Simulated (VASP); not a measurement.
# Si16Au (a cell with a defect) in VASP: a series of runs

The runs below take Si16Au (a cell with a defect) through single point, with LDA.

All numbers are computed with VASP 6.6.1; they aren't measurements. Logs are shortened: lines on timing, memory, paths and dates and some standing lists are left out, and cuts for length are marked.

**1. The cell of the first run**

The cell holds a defect, 17 atoms: a = 7.679 Å, b = 7.679 Å, c = 7.679 Å, α = 60.00°, β = 60.00°, γ = 60.00°.

**2. Single point, LDA, collinear spin, zero start**

INCAR reads:

```
SYSTEM = Si16Au
ALGO     = Normal         ! electronic algorithm
EDIFF    = 1E-6           ! SCF threshold, eV
ENCUT    = 520            ! plane-wave cutoff, eV
GGA      = CA             ! functional
ISIF     = 2              ! what is computed and relaxed
ISMEAR   = 0              ! smearing method
ISPIN    = 2              ! spin polarisation
LASPH    = .TRUE.         ! aspherical terms in the spheres
LCHARG   = .FALSE.        ! write CHGCAR
LMAXMIX  = 4              ! l up to which the mixer works
LORBIT   = 11             ! projections on sites
LREAL    = Auto         
LWAVE    = .FALSE.        ! write WAVECAR
MAGMOM   = 0 0 0 0 0 0 0 0 0 0 0 0 0 0 0 0 0 ! initial moments
NBANDS   = 56             ! bands
NELM     = 150            ! most SCF steps
PREC     = Accurate       ! precision mode
SIGMA    = 0.05           ! smearing width, eV
```

KPOINTS reads:

```
k-points
0
G
  2 2 2
  0 0 0
```

POSCAR reads:

```
Si16Au
1.0
    0.0000000000      5.4300000000      5.4300000000
    5.4300000000      0.0000000000      5.4300000000
    5.4300000000      5.4300000000      0.0000000000
Si Au
16 1
Direct
    0.0029291897      0.0110124309     -0.0169404236
    0.1184831492      0.1432161142      0.1071884899
   -0.0162523941      0.0048148250      0.5177748619
    0.1322365562      0.1301897790      0.6122465009
   -0.0127267035      0.4987272560      0.0530180479
    0.1353005525      0.6368469613      0.1359197053
   -0.0024576427      0.5005895028      0.5208736648
    0.0996379374      0.6115705341      0.6856414365
    0.5016350829      0.0051912523     -0.0221733886
    0.6314081952      0.1293695212      0.0974376611
    0.5043512891      0.0038032228      0.4724787293
    0.6187549724      0.1254089319      0.6079901473
    0.5089724678      0.5011089319     -0.0154450276
    0.6308921731      0.6218203499      0.1135798343
    0.4911418048      0.4909278085      0.5201653775
    0.6267856354      0.6313616943      0.6132119705
    0.2582125230      0.7720604052      0.3036699816
```

Potentials or basis: VASP PAW LDA potentials, release 64 (Si, Au).

Launch:

```console
> cat potpaw_LDA.64/Si/POTCAR potpaw_LDA.64/Au/POTCAR > POTCAR
> mpirun -np 1 vasp_std > vasp.out
```

OUTCAR:

```text
SYSTEM = Si16Au
   EDIFF = 1E-6
   ENCUT = 520
   GGA = CA
   ISIF = 2
   ISMEAR = 0
   ISPIN = 2
   LASPH = .TRUE.
   LORBIT = 11
   LREAL = Auto
   NELM = 150
   PREC = Accurate

 ion  position               nearest neighbor table
   1  0.003  0.011  0.983-   4 2.33  10 2.33   2 2.33   6 2.36  17 3.16
   2  0.118  0.143  0.107-   5 2.27   1 2.33   9 2.40  17 2.41   3 2.57
   3  0.984  0.005  0.518-  12 2.30   4 2.32  17 2.46   8 2.48   2 2.57
   4  0.132  0.130  0.612-   3 2.32   1 2.33   7 2.33  11 2.34
   5  0.987  0.499  0.053-   2 2.27  14 2.28   8 2.31   6 2.33
   6  0.135  0.637  0.136-   5 2.33  13 2.36   1 2.36   7 2.42  17 2.68
   7  0.998  0.501  0.521-   4 2.33  16 2.33   8 2.38   6 2.42  17 2.91
   8  0.100  0.612  0.686-   5 2.31   7 2.38  17 2.43  15 2.47   3 2.48
   9  0.502  0.005  0.978-  12 2.32  10 2.34   2 2.40  14 2.40  17 2.67
  10  0.631  0.129  0.097-   1 2.33  13 2.33   9 2.34  11 2.35
  11  0.504  0.004  0.472-  12 2.33   4 2.34  16 2.34  10 2.35
  12  0.619  0.125  0.608-   3 2.30  15 2.30   9 2.32  11 2.33
  13  0.509  0.501  0.985-  16 2.33  14 2.33  10 2.33   6 2.36  17 3.23
  14  0.631  0.622  0.114-   5 2.28  13 2.33   9 2.40  17 2.42  15 2.55
  15  0.491  0.491  0.520-  12 2.30  16 2.32   8 2.47  17 2.48  14 2.55
  16  0.627  0.631  0.613-  15 2.32  13 2.33   7 2.33  11 2.34
  17  0.258  0.772  0.304-   2 2.41  14 2.42   8 2.43   3 2.46  15 2.48   9 2.67   6 2.68   7 2.91
                             1 3.16  13 3.23

  LATTYP: Found a face centered cubic cell.
 ALAT       =    10.8600000000

  Lattice vectors:

 A1 = (   0.0000000000,   5.4300000000,   5.4300000000)
 A2 = (   5.4300000000,   0.0000000000,   5.4300000000)
 A3 = (   5.4300000000,   5.4300000000,   0.0000000000)

Analysis of symmetry for initial positions (statically):
=====================================================================
 Subroutine PRICEL returns:
 Original cell was already a primitive cell.

 Routine SETGRP: Setting up the symmetry group for a
 face centered cubic supercell.

 Subroutine GETGRP returns: Found  1 space group operations
 (whereof  1 operations were pure point group operations)
 out of a pool of 48 trial point group operations.

The static configuration has the point symmetry C_1 .

Analysis of symmetry for dynamics (positions and initial velocities):
=====================================================================
 Subroutine PRICEL returns:
 Original cell was already a primitive cell.

 Routine SETGRP: Setting up the symmetry group for a
 face centered cubic supercell.

 Subroutine GETGRP returns: Found  1 space group operations
 (whereof  1 operations were pure point group operations)
 out of a pool of 48 trial point group operations.

The dynamic configuration has the point symmetry C_1 .

Analysis of structural, dynamic, and magnetic symmetry:
=====================================================================
 Subroutine PRICEL returns:
 Original cell was already a primitive cell.

 Routine SETGRP: Setting up the symmetry group for a
 face centered cubic supercell.

 Subroutine GETGRP returns: Found  1 space group operations
 (whereof  1 operations were pure point group operations)
 out of a pool of 48 trial point group operations.

The overall configuration has the point symmetry C_1 .

 Subroutine INISYM returns: Found  1 space group operations
 (whereof  1 operations are pure point group operations),
 and found     1 'primitive' translations

----------------------------------------------------------------------------------------

                                     Primitive cell

  volume of cell :     320.2060

  direct lattice vectors                    reciprocal lattice vectors
     0.000000000  5.430000000  5.430000000    -0.092081031  0.092081031  0.092081031
     5.430000000  0.000000000  5.430000000     0.092081031 -0.092081031  0.092081031
     5.430000000  5.430000000  0.000000000     0.092081031  0.092081031 -0.092081031

[... 79 lines left out ...]
   number of dos      NEDOS =    301   number of ions     NIONS =     17
   total plane-waves  NPLWV = 216000
   dimension x,y,z NGX =    60 NGY =   60 NGZ =   60
   dimension x,y,z NGXF=   120 NGYF=  120 NGZF=  120
   ions per type =              16   1
   NGX,Y,Z   is equivalent  to a cutoff of  12.99, 12.99, 12.99 a.u.
   NGXF,Y,Z  is equivalent  to a cutoff of  25.98, 25.98, 25.98 a.u.
 SYSTEM =  Si16Au
   PREC   = accura    normal or accurate (medium, high low for compatibility)
   ISTART =      0    job   : 0-new  1-cont  2-samecut
   ICHARG =      2    charge: 1-file 2-atom 10-const
   ISPIN  =      2    spin polarized calculation?
   LNONCOLLINEAR =      F non collinear calculations
   LSORBIT =      F    spin-orbit coupling
   LASPH  =      T    aspherical Exc in radial PAW
   ENCUT  =  520.0 eV  38.22 Ry    6.18 a.u.  14.28 14.28 14.28*2*pi/ulx,y,z
   NELM   =    150;   NELMIN=  2; NELMDL= -5     # of ELM steps
   EDIFF  = 0.1E-05   stopping-criterion for ELM
   LREAL  =      T    real-space projection
   EDIFFG = 0.1E-04   stopping-criterion for IOM
   NSW    =      0    number of steps for IOM
   IBRION =     -1    ionic relax: 0-MD 1-quasi-New 2-CG
   NFREE  =      0    steps in history (QN), initial steepest desc. (CG)
   ISIF   =      2    stress and relaxation
   ISYM   =      2    0-nonsym 1-usesym 2-fastsym
   POTIM  = 0.5000    time-step for ionic-motion
   TEBEG  =    0.0;   TEEND  =   0.0 temperature during run
   PSTRESS=    0.0 pullay stress
   NELECT =      75.0000    total number of electrons
   NUPDOWN=      -1.0000    fix difference up-down
   EMIN   =  10.00;   EMAX   =-10.00  energy-range for DOS
   EFERMI =   0.00;   METHOD = LEGACY
   ISMEAR =     0;   SIGMA  =   0.05  broadening in eV -4-tet -1-fermi 0-gaus
   EFERMI_NEDOS =   21; number of points for ismear=-14 and -15
   IALGO  =     38    algorithm
   IMIX   =      4    mixing-type and parameters
     AMIX     =   0.40;   BMIX     =  1.00
     AMIX_MAG =   1.60;   BMIX_MAG =  1.00
  volume/ion in A,a.u.               =      18.84       127.11
  Fermi-wavevector in a.u.,A,eV,Ry     =   1.009142  1.907001 13.855720  1.018367
  Thomas-Fermi vector in A             =   2.142052
   LORBIT       =     11    0 simple, 1 ext, 2 COOP (PROOUT), +10 PAW based schemes
   GGA     = CA    functional components
   LHFCALC =     F    Hartree Fock is set to
   AEXX    =    0.0000 exact exchange contribution
   IVDW    =     0    specifies the selected vdW correction
   LEPSILON=     F    determine dielectric tensor
   LRPA    =     F    only Hartree local field effects (RPA)
 spin polarized calculation
 Gauss-broadening in eV      SIGMA  =   0.05
  energy-cutoff  :      520.00
  volume of cell :      320.21
 maximum number of plane-waves:      8646
 NGX is ok and might be reduce to    60
   NGX = 29   NGY = 29   NGZ = 29

 number of electron      75.0000000 magnetization      -0.0000055

 number of electron      75.0000000 magnetization       0.0000016

 Free energy of the ion-electron system (eV)
  ---------------------------------------------------
  ext. energy  EPLUGINS =         0.00000000
  ---------------------------------------------------
  free energy    TOTEN  =       -96.07288787 eV

  energy without entropy =      -96.06531997  energy(sigma->0) =      -96.06910392

 E-fermi :   7.0082     XC(G=0):  -9.9817

 val. band max:        6.9780554896   @ k =   0.5000   0.5000   0.5000
 cond. band min:       7.0267423547   @ k =   0.0000   0.0000   0.0000
 fundamental gap:      0.0486868652
 Fermi energy:         7.0082376878

 spin component 1

 k-point     1 :       0.0000    0.0000    0.0000
  band No.  band energies     occupation
      1      -5.8697      1.00000
      2      -3.5252      1.00000
      3      -3.3498      1.00000
      4      -3.3273      1.00000
      5      -3.3167      1.00000
      6      -2.2753      1.00000
[... 405 lines left out ...]
     48      10.5021      0.00000
     49      10.6216      0.00000
 Fermi energy:         7.0082376878

 spin component 2

 k-point     1 :       0.0000    0.0000    0.0000
  band No.  band energies     occupation
      1      -5.8697      1.00000
      2      -3.5252      1.00000
      3      -3.3498      1.00000
      4      -3.3273      1.00000
      5      -3.3167      1.00000
      6      -2.2753      1.00000
[... 405 lines left out ...]
     48      10.5021      0.00000
     49      10.6216      0.00000
 [bands above 49 left out]

------------------------ aborting loop because EDIFF is reached ----------------------------------------

  FORCE on cell =-STRESS in cart. coord.  units (eV):
  Direction    XX          YY          ZZ          XY          YZ          ZX
  --------------------------------------------------------------------------------------
  -------------------------------------------------------------------------------------
  Total        5.7381637      5.8031059      6.0106803     -1.3240586     -0.9362094     -0.8553994
  in kB       28.7113776     29.0363214     30.0749371     -6.6250370     -4.6844013     -4.2800616
  external PRESSURE =      29.2742120 kB  Pullay stress =       0.0000000 kB

 VOLUME and BASIS-vectors are now :
 -----------------------------------------------------------------------------
  energy-cutoff  :      520.00
  volume of cell :      320.21
      direct lattice vectors                 reciprocal lattice vectors
     0.000000000  5.430000000  5.430000000    -0.092081031  0.092081031  0.092081031
     5.430000000  0.000000000  5.430000000     0.092081031 -0.092081031  0.092081031
     5.430000000  5.430000000  0.000000000     0.092081031  0.092081031 -0.092081031

 POSITION                                       TOTAL-FORCE (eV/Angst)
 -----------------------------------------------------------------------------------
      5.39781      5.35392      0.07570        -0.002761     -0.018140     -0.039255
      1.35970      1.22540      1.42103        -0.001234     -0.092450      0.030351
      2.83766      8.15327      5.36789         0.034386     -0.011720     -0.056644
      4.03143      4.04254      1.42498         0.001705     -0.040213     -0.027713
      2.99598      5.64878      8.06898         0.039544      0.061355      0.106206
      4.19612      1.47273      4.19276         0.102285      0.079968      0.000392
[... 9 lines left out ...]
      6.75803      6.73319      6.83174        -0.025984     -0.006815     -0.030586
      5.84122      3.05102      5.59438         0.087492      0.181266      0.294540
 -----------------------------------------------------------------------------------
    total drift:                                0.003270      0.005141     -0.002065

  FREE ENERGIE OF THE ION-ELECTRON SYSTEM (eV)
  ---------------------------------------------------
  free  energy   TOTEN  =       -96.0728878699 eV

  energy  without entropy=      -96.0653199657  energy(sigma->0) =      -96.06910392

 total charge

# of ion       s       p       d       tot
------------------------------------------
    1        0.753   0.957   0.000   1.710
    2        0.750   0.953   0.000   1.704
    3        0.747   0.942   0.000   1.689
    4        0.748   0.970   0.000   1.718
    5        0.786   0.948   0.000   1.734
    6        0.748   0.948   0.000   1.696
[... 9 lines left out ...]
   16        0.748   0.969   0.000   1.717
   17        0.733   0.594   8.731  10.058
--------------------------------------------------
tot         12.771  15.842   8.731  37.343

 magnetization (x)

# of ion       s       p       d       tot
------------------------------------------
    1       -0.000   0.000   0.000   0.000
    2        0.000   0.000   0.000   0.000
    3        0.000   0.000   0.000   0.000
    4        0.000   0.000   0.000   0.000
    5        0.000  -0.000   0.000  -0.000
    6        0.000   0.000   0.000   0.000
[... 9 lines left out ...]
   16        0.000  -0.000   0.000  -0.000
   17       -0.000   0.000  -0.000  -0.000
--------------------------------------------------
tot          0.000   0.000  -0.000   0.000
```

Wall time 5.6 min (1 thread of Intel Xeon 6975P-C (Granite Rapids), shared host); peak memory 0.5 GiB.

Results:

```yaml
Free_energy: -96.0729 eV
Pressure: 2.9 GPa
Largest_force: 0.357 eV/Å
Net_moment: 0.00 μB per cell
Valence_electrons_inside_the_program's_atomic_spheres: Si 1.71, 1.70, 1.69, 1.72, 1.73, 1.68 (each value once); Au 10.06
```

Forces on the atoms (eV/Å):
```
Si  -0.003 -0.018 -0.039
Si  -0.001 -0.092  0.030
Si   0.034 -0.012 -0.057
Si   0.002 -0.040 -0.028
Si   0.040  0.061  0.106
Si   0.102  0.080  0.000
Si   0.018 -0.006  0.001
Si  -0.047 -0.038 -0.036
Si  -0.029 -0.029 -0.021
Si   0.001 -0.042 -0.068
Si  -0.014 -0.023 -0.085
Si  -0.056 -0.060 -0.061
Si   0.010 -0.017 -0.020
Si  -0.112  0.018  0.050
Si  -0.008  0.044 -0.037
Si  -0.026 -0.007 -0.031
Au   0.087  0.181  0.295
```

Levels at points of the mesh, in eV from the Fermi level:
Spin up:
```tsv
k point	band 35	band 36	band 37	band 38	band 39	band 40
(0.00, 0.00, 0.00)	-1.13	-0.71	-0.57	-0.14	-0.05	0.02
(0.50, 0.00, 0.00)	-1.30	-1.15	-0.90	0.10	0.50	0.68
(0.00, 0.50, 0.00)	-1.27	-1.14	-0.97	0.12	0.51	0.68
(0.00, 0.00, 0.50)	-1.20	-1.12	-1.07	-0.08	0.70	0.72
(0.50, 0.50, 0.50)	-1.33	-1.01	-0.61	-0.03	0.45	0.91
(0.50, 0.50, 0.00)	-1.82	-1.73	-1.30	0.13	0.59	1.39
(0.00, 0.50, 0.50)	-1.84	-1.64	-1.10	0.09	0.59	1.42
(0.50, 0.00, 0.50)	-1.83	-1.68	-1.14	0.11	0.58	1.41
```
Spin down:
```tsv
k point	band 34	band 35	band 36	band 37	band 38	band 39	band 40	band 41
(0.00, 0.00, 0.00)	-1.29	-1.13	-0.71	-0.57	-0.14	-0.05	0.02	0.12
(0.50, 0.00, 0.00)	-1.37	-1.30	-1.15	-0.90	0.10	0.50	0.68	0.83
(0.00, 0.50, 0.00)	-1.38	-1.27	-1.14	-0.97	0.12	0.51	0.68	0.81
(0.00, 0.00, 0.50)	-1.42	-1.20	-1.12	-1.07	-0.08	0.70	0.72	0.80
(0.50, 0.50, 0.50)	-1.36	-1.33	-1.01	-0.61	-0.03	0.45	0.91	0.95
(0.50, 0.50, 0.00)	-1.91	-1.82	-1.73	-1.30	0.13	0.59	1.39	1.52
(0.00, 0.50, 0.50)	-1.99	-1.84	-1.64	-1.10	0.09	0.59	1.42	1.52
(0.50, 0.00, 0.50)	-1.96	-1.83	-1.68	-1.14	0.11	0.58	1.41	1.51
```

Caveat: the k points lie up to 0.50 Å⁻¹ apart; no moment was typed at the start, so none could form; spin-orbit coupling is left out, which moves the levels of the heavy elements.

(Part 1 of 2 ends here.)
